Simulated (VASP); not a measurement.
# BN (P4_2/mnm) in VASP: a series of runs

The runs below take BN through single point, with PBEsol.

Program: VASP 6.6.1. These are calculated values, not measurements. Logs are shortened: lines on timing, memory, paths and dates and some standing lists are left out, and cuts for length are marked.

## 1. The cell of the first run

The structure is tetragonal, space group P4_2/mnm (No. 136). The conventional cell has a = 4.530 Å, b = 4.530 Å, c = 2.538 Å, α = 90.00°, β = 90.00°, γ = 90.00°. Within 2.1 Å of B (site symmetry m2m) lie 4 N at 1.55 to 1.64 Å. N (site symmetry m2m) has 4 B at 1.55 to 1.64 Å within 2.1 Å.

## 2. Single point, PBEsol

INCAR

```
SYSTEM = BN
PREC     = Accurate       ! precision mode
ENCUT    = 520            ! plane-wave cutoff, eV
EDIFF    = 1E-7           ! SCF threshold, eV
ISMEAR   = 0              ! smearing method
SIGMA    = 0.05           ! smearing width, eV
LREAL    = .False.        ! projectors in reciprocal space
LASPH    = .True.         ! aspherical terms in the spheres
NELM     = 100            ! most SCF steps
ALGO     = Normal         ! electronic algorithm
ISIF     = 2              ! what is computed and relaxed
LWAVE    = .False.        ! write WAVECAR
LCHARG   = .True.         ! write CHGCAR
GGA      = PS             ! functional
LELF     = .True.         ! ELF
LVHAR    = .True.       
NBANDS   = 26             ! bands
```

KPOINTS

```
Automatic mesh
0
Gamma
  6 6 10
  0 0 0
```

POSCAR

```
BN
1.0
    4.5302000000      0.0000000000      0.0000000000
    0.0000000000      4.5302000000      0.0000000000
    0.0000000000      0.0000000000      2.5380337638
B N
4 4
Direct
    0.1741337327      0.8258662673      0.5000000000
    0.3258662673      0.3258662673      0.0000000000
    0.6741337327      0.6741337327      0.0000000000
    0.8258662673      0.1741337327      0.5000000000
    0.8123909516      0.8123909516      0.5000000000
    0.3123909516      0.6876090484      0.0000000000
    0.6876090484      0.3123909516      0.0000000000
    0.1876090484      0.1876090484      0.5000000000
```

Potentials or basis: VASP PAW PBE potentials, release 64 (B, N).

The run is started by

```console
$ cat potpaw_PBE.64/B/POTCAR potpaw_PBE.64/N/POTCAR > POTCAR
$ mpirun -np 1 vasp_std > vasp.out
```

OUTCAR:

```text
SYSTEM = BN
   PREC = Accurate
   ENCUT = 520
   EDIFF = 1E-7
   ISMEAR = 0
   LREAL = .False.
   LASPH = .True.
   NELM = 100
   ISIF = 2
   GGA = PS

 ion  position               nearest neighbor table
   1  0.174  0.826  0.500-   6 1.55   6 1.55   8 1.64   5 1.64
   2  0.326  0.326  0.000-   8 1.55   8 1.55   6 1.64   7 1.64
   3  0.674  0.674  0.000-   5 1.55   5 1.55   7 1.64   6 1.64
   4  0.826  0.174  0.500-   7 1.55   7 1.55   8 1.64   5 1.64
   5  0.812  0.812  0.500-   3 1.55   3 1.55   4 1.64   1 1.64
   6  0.312  0.688  0.000-   1 1.55   1 1.55   3 1.64   2 1.64
   7  0.688  0.312  0.000-   4 1.55   4 1.55   2 1.64   3 1.64
   8  0.188  0.188  0.500-   2 1.55   2 1.55   4 1.64   1 1.64

  LATTYP: Found a simple tetragonal cell.
 ALAT       =     4.5302000000
 C/A-ratio  =     0.5602476190

  Lattice vectors:

 A1 = (   4.5302000000,   0.0000000000,   0.0000000000)
 A2 = (   0.0000000000,   4.5302000000,   0.0000000000)
 A3 = (   0.0000000000,   0.0000000000,   2.5380337638)

Analysis of symmetry for initial positions (statically):
=====================================================================
 Subroutine PRICEL returns:
 Original cell was already a primitive cell.

 Routine SETGRP: Setting up the symmetry group for a
 simple tetragonal supercell.

 Subroutine GETGRP returns: Found 16 space group operations
 (whereof  8 operations were pure point group operations)
 out of a pool of 16 trial point group operations.

The static configuration has the point symmetry D_2h.
 The point group associated with its full space group is D_4h.

Analysis of symmetry for dynamics (positions and initial velocities):
=====================================================================
 Subroutine PRICEL returns:
 Original cell was already a primitive cell.

 Routine SETGRP: Setting up the symmetry group for a
 simple tetragonal supercell.

 Subroutine GETGRP returns: Found 16 space group operations
 (whereof  8 operations were pure point group operations)
 out of a pool of 16 trial point group operations.

The dynamic configuration has the point symmetry D_2h.
 The point group associated with its full space group is D_4h.

 Subroutine INISYM returns: Found 16 space group operations
 (whereof  8 operations are pure point group operations),
 and found     1 'primitive' translations

[... 111 lines left out ...]
   NFREE  =      0    steps in history (QN), initial steepest desc. (CG)
   ISIF   =      2    stress and relaxation
   ISYM   =      2    0-nonsym 1-usesym 2-fastsym
   POTIM  = 0.5000    time-step for ionic-motion
   TEBEG  =    0.0;   TEEND  =   0.0 temperature during run
   PSTRESS=    0.0 pullay stress
   NELECT =      32.0000    total number of electrons
   NUPDOWN=      -1.0000    fix difference up-down
   EMIN   =  10.00;   EMAX   =-10.00  energy-range for DOS
   EFERMI =   0.00;   METHOD = LEGACY
   ISMEAR =     0;   SIGMA  =   0.05  broadening in eV -4-tet -1-fermi 0-gaus
   EFERMI_NEDOS =   21; number of points for ismear=-14 and -15
   IALGO  =     38    algorithm
   IMIX   =      4    mixing-type and parameters
     AMIX     =   0.40;   BMIX     =  1.00
     AMIX_MAG =   1.60;   BMIX_MAG =  1.00
  volume/ion in A,a.u.               =       6.51        43.94
  Fermi-wavevector in a.u.,A,eV,Ry     =   1.391706  2.629943 26.352377  1.936845
  Thomas-Fermi vector in A             =   2.515519
   LORBIT       =      0    0 simple, 1 ext, 2 COOP (PROOUT), +10 PAW based schemes
   GGA     = PS    functional components
   LHFCALC =     F    Hartree Fock is set to
   AEXX    =    0.0000 exact exchange contribution
   IVDW    =     0    specifies the selected vdW correction
   LEPSILON=     F    determine dielectric tensor
   LRPA    =     F    only Hartree local field effects (RPA)
 non-spin polarized calculation
 Gauss-broadening in eV      SIGMA  =   0.05
  energy-cutoff  :      520.00
  volume of cell :       52.09
 maximum number of plane-waves:      1417
 NGX is ok and might be reduce to    36

 number of electron      31.9999998 magnetization

 Free energy of the ion-electron system (eV)
  ---------------------------------------------------
  ext. energy  EPLUGINS =         0.00000000
  ---------------------------------------------------
  free energy    TOTEN  =       -72.25258136 eV

  energy without entropy =      -72.25258136  energy(sigma->0) =      -72.25258136

 E-fermi :   6.4615     XC(G=0): -12.4411

 val. band max:        6.1678518457   @ k =   0.0000   0.0000   0.0000
 cond. band min:      10.8427152171   @ k =   0.0000   0.0000   0.3000
 fundamental gap:      4.6748633714
 Fermi energy:         6.4615031838

 k-point     1 :       0.0000    0.0000    0.0000
  band No.  band energies     occupation
      1     -13.2891      2.00000
      2      -9.6084      2.00000
      3      -9.6084      2.00000
      4      -9.1555      2.00000
      5      -3.6084      2.00000
      6      -2.5436      2.00000
[... 685 lines left out ...]
     25      17.8335      0.00000
     26      17.8335      0.00000

 [... further k-points ...]

------------------------ aborting loop because EDIFF is reached ----------------------------------------

  FORCE on cell =-STRESS in cart. coord.  units (eV):
  Direction    XX          YY          ZZ          XY          YZ          ZX
  --------------------------------------------------------------------------------------
  -------------------------------------------------------------------------------------
  Total       -7.9957527     -7.9957527     -1.3493891      0.0000000      0.0000000      0.0000000
  in kB     -245.9448803   -245.9448803    -41.5064533      0.0000000      0.0000000      0.0000000
  external PRESSURE =    -177.7987379 kB  Pullay stress =       0.0000000 kB

 VOLUME and BASIS-vectors are now :
 -----------------------------------------------------------------------------
  energy-cutoff  :      520.00
  volume of cell :       52.09
      direct lattice vectors                 reciprocal lattice vectors
     4.530200000  0.000000000  0.000000000     0.220740806  0.000000000  0.000000000
     0.000000000  4.530200000  0.000000000     0.000000000  0.220740806  0.000000000
     0.000000000  0.000000000  2.538033764     0.000000000  0.000000000  0.394005791

 POSITION                                       TOTAL-FORCE (eV/Angst)
 -----------------------------------------------------------------------------------
      0.78886      3.74134      1.26902         0.013800     -0.013800     -0.000000
      1.47624      1.47624      0.00000        -0.013800     -0.013800     -0.000000
      3.05396      3.05396      0.00000         0.013800      0.013800      0.000000
      3.74134      0.78886      1.26902        -0.013800      0.013800      0.000000
      3.68029      3.68029      1.26902         0.216387      0.216387      0.000000
      1.41519      3.11501      0.00000         0.216387     -0.216387      0.000000
      3.11501      1.41519      0.00000        -0.216387      0.216387      0.000000
      0.84991      0.84991      1.26902        -0.216387     -0.216387      0.000000
 -----------------------------------------------------------------------------------
    total drift:                                0.000000      0.000000      0.000000

  FREE ENERGIE OF THE ION-ELECTRON SYSTEM (eV)
  ---------------------------------------------------
  free  energy   TOTEN  =       -72.2525813579 eV

  energy  without entropy=      -72.2525813579  energy(sigma->0) =      -72.25258136
```

Run time: 49 s. Hardware: 1 thread of AMD EPYC 9R45 (Zen 5), shared host; peak memory 0.17 GiB.

What came out:

```yaml
Free_energy: -72.2526 eV
Pressure: -17.8 GPa
Largest_force: 0.306 eV/Å
Band_gap_on_the_k_mesh: 4.67 eV, indirect (least direct gap 5.76 eV)
```

Forces on the atoms (eV/Å):
```
B    0.014 -0.014  0.000
B   -0.014 -0.014  0.000
B    0.014  0.014  0.000
B   -0.014  0.014  0.000
N    0.216  0.216  0.000
N    0.216 -0.216  0.000
N   -0.216  0.216  0.000
N   -0.216 -0.216  0.000
```

Stress tensor (GPa, compression positive):
```
-24.59   0.00   0.00
  0.00 -24.59   0.00
  0.00   0.00  -4.15
```

Caveat: the PAW data sets were made with another functional, which shifts forces and pressure a little.

## 3. Single point, PBEsol

This run uses another cell than the first one, of the same volume but with other edges.

INCAR, as its differences from that of step 2:

```diff
@@ -3,3 +3,3 @@
 ENCUT    = 520            ! plane-wave cutoff, eV
-EDIFF    = 1E-7           ! SCF threshold, eV
+EDIFF    = 1E-6           ! SCF threshold, eV
 ISMEAR   = 0              ! smearing method
@@ -12,6 +12,4 @@
 LWAVE    = .False.        ! write WAVECAR
-LCHARG   = .True.         ! write CHGCAR
+LCHARG   = .False.        ! write CHGCAR
 GGA      = PS             ! functional
-LELF     = .True.         ! ELF
-LVHAR    = .True.       
 NBANDS   = 26             ! bands
```

KPOINTS is that of step 2.

POSCAR, as its differences from that of step 2:

```diff
@@ -2,5 +2,5 @@
 1.0
-    4.5302000000      0.0000000000      0.0000000000
-    0.0000000000      4.5302000000      0.0000000000
-    0.0000000000      0.0000000000      2.5380337638
+    4.3982250342      0.0000000000      0.0000000000
+    0.0000000000      4.3982250342      0.0000000000
+    0.0000000000      0.0000000000      2.6903000000
 B N
```

Potentials or basis: VASP PAW PBE potentials, release 64 (B, N).

The run is started by

```console
$ cat potpaw_PBE.64/B/POTCAR potpaw_PBE.64/N/POTCAR > POTCAR
$ mpirun -np 1 vasp_std > vasp.out
```

It took 45 s on 1 thread of AMD EPYC 9R45 (Zen 5), shared host; peak memory 0.17 GiB.

Results (log left out):

```yaml
Free_energy: -72.0176 eV
Pressure: -19.0 GPa
Largest_force: 0.344 eV/Å
Band_gap_on_the_k_mesh: 4.56 eV, indirect (least direct gap 5.24 eV)
```

Forces on the atoms (eV/Å):
```
B    0.059 -0.059  0.000
B   -0.059 -0.059  0.000
B    0.059  0.059  0.000
B   -0.059  0.059  0.000
N   -0.243 -0.243  0.000
N   -0.243  0.243  0.000
N    0.243 -0.243  0.000
N    0.243  0.243  0.000
```

Stress tensor (GPa, compression positive):
```
 -4.31   0.00   0.00
  0.00  -4.31   0.00
  0.00   0.00 -48.52
```

Levels at points of the mesh, in eV from the valence-band top:
```
           k point  band 14  band 15  band 16  band 17  band 18  band 19
(0.00, 0.00, 0.00)    -0.60     0.00     0.00     5.24     6.39     8.11
(0.50, 0.00, 0.00)    -1.75    -1.35    -1.35     6.40     6.40     7.84
(0.50, 0.50, 0.00)    -2.89    -2.25    -2.25     6.82     6.82     7.13
(0.00, 0.00, 0.50)    -4.01    -3.41    -3.41     6.21     6.21    10.14
(0.50, 0.00, 0.50)    -3.68    -1.94    -1.94     6.63     6.63     8.61
(0.50, 0.50, 0.50)    -3.11    -2.36    -2.36     6.00     6.00     6.87
```

Caveat: the PAW data sets were made with another functional, which shifts forces and pressure a little.

## 4. Single point, PBEsol

This run uses another cell than the first one, of the same volume but with other edges.

INCAR

```
  PREC = Accurate
  ENCUT = 520
  EDIFF = 1E-6
  ISMEAR = 0
  SIGMA = 0.05
  LREAL = F
  LASPH = T
  NELM = 80
  ALGO = Normal
  ISIF = 2
  LWAVE = F
  LCHARG = T
  GGA = PS
  LELF = T
  LVHAR = T
  NBANDS = 26
```

KPOINTS

```
regular mesh
0
Gamma
  6 6 10
```

POSCAR, as its differences from that of step 3:

```diff
@@ -2,5 +2,5 @@
 1.0
-    4.3982250342      0.0000000000      0.0000000000
-    0.0000000000      4.3982250342      0.0000000000
-    0.0000000000      0.0000000000      2.6903000000
+    4.4642000000      0.0000000000      0.0000000000
+    0.0000000000      4.4642000000      0.0000000000
+    0.0000000000      0.0000000000      2.6142000000
 B N
```

The run is started by

```console
$ cat potpaw_PBE.64/B/POTCAR potpaw_PBE.64/N/POTCAR > POTCAR
$ mpirun -np 1 vasp_std > vasp.out
```

Wall time 47 s (1 thread of AMD EPYC 9R45 (Zen 5), shared host); peak memory 0.17 GiB.

Results (log left out):

```
Free energy            : -72.2839 eV
Pressure               : -19.2 GPa
Largest force          : 0.037 eV/Å
Band gap on the k mesh : 4.61 eV, indirect (least direct gap 5.65 eV)
```

Forces in eV/Å, atoms in the order of the input:
```
B    0.026 -0.026  0.000
B   -0.026 -0.026  0.000
B    0.026  0.026  0.000
B   -0.026  0.026  0.000
N    0.008  0.008  0.000
N    0.008 -0.008  0.000
N   -0.008  0.008  0.000
N   -0.008 -0.008  0.000
```

Stress tensor (GPa, compression positive):
```
-14.82   0.00   0.00
  0.00 -14.82   0.00
  0.00   0.00 -28.08
```

Levels at points of the mesh, in eV from the valence-band top:
```tsv
k point	band 14	band 15	band 16	band 17	band 18	band 19
(0.00, 0.00, 0.00)	-0.30	0.00	0.00	6.34	7.07	8.27
(0.50, 0.00, 0.00)	-1.48	-1.25	-1.25	7.33	7.33	8.09
(0.50, 0.50, 0.00)	-2.51	-2.48	-2.48	7.21	7.21	7.64
(0.00, 0.00, 0.50)	-4.03	-3.29	-3.29	6.27	6.27	9.94
(0.50, 0.00, 0.50)	-3.49	-2.07	-2.07	6.56	6.56	8.54
(0.50, 0.50, 0.50)	-2.91	-2.38	-2.38	5.97	5.97	6.67
```

Caveat: the PAW data sets were made with another functional, which shifts forces and pressure a little. A k mesh can miss the band edges.

## 5. Overview

| cell | gap on the mesh (eV) | pressure (GPa) | largest force (eV/Å) |
| --- | --- | --- | --- |
| a = 4.530, b = 4.530, c = 2.538 Å, 8 atoms | 4.67 | -17.8 | 0.31 |
| a = 4.398, b = 4.398, c = 2.690 Å, 8 atoms | 4.56 | -19.0 | 0.34 |
| a = 4.464, b = 4.464, c = 2.614 Å, 8 atoms | 4.61 | -19.2 | 0.04 |

Alike in all rows: task single point; level PBEsol; potentials or basis VASP PAW PBE potentials, release 64 (B, N); no spin polarisation; k mesh 6 × 6 × 10; cutoff (eV) 520; smearing gaussian 0.05 eV.

Caveats: the PAW data sets were made with another functional, which shifts forces and pressure a little.

Total energies depend on the potentials used, so only differences within one code and one set of settings carry meaning.
